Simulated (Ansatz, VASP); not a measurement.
One calculation of BIr3Br, two programs

```xyz
5
Lattice="4.1523 0.0000 0.0000 0.0000 4.1523 0.0000 0.0000 0.0000 4.1523" Properties=species:S:1:pos:R:3 pbc="T T T"
B     2.0762    2.0762    2.0762
Ir    0.0000    2.0762    2.0762
Ir    2.0762    0.0000    2.0762
Ir    2.0762    2.0762    0.0000
Br    0.0000    0.0000    0.0000
```

Alike in both runs: functional PBEsol; k mesh 4 × 4 × 4; occupations gaussian, width 0.1175 eV; no spin polarisation.

Ansatz relaxed the structure, and its values are those at the end. VASP's run is a single point on that final structure, the one shown.

```csv
,VASP,Ansatz
version,VASP 6.6.1,Ansatz 0.2.0
potentials or method,"VASP PAW PBE potentials, release 64 (B, Ir_sv_GW, Br), cutoff 560 eV",PAW plane waves
valence electrons in the cell,61,61
```

Ansatz gave:

- gap on the k mesh at the Fermi level (eV): none
- pressure (GPa): 0.0

Question: Estimate VASP's values.

Answer: gap on the k mesh at the Fermi level (eV): none; pressure (GPa): -0.9.

VASP's potentials were made for PBE, not for PBEsol. A gap of «none» marks a metal or a gap that the smearing closes.

The k mesh is coarse, so the values compare programs but aren't converged. Spin-orbit coupling is off throughout.
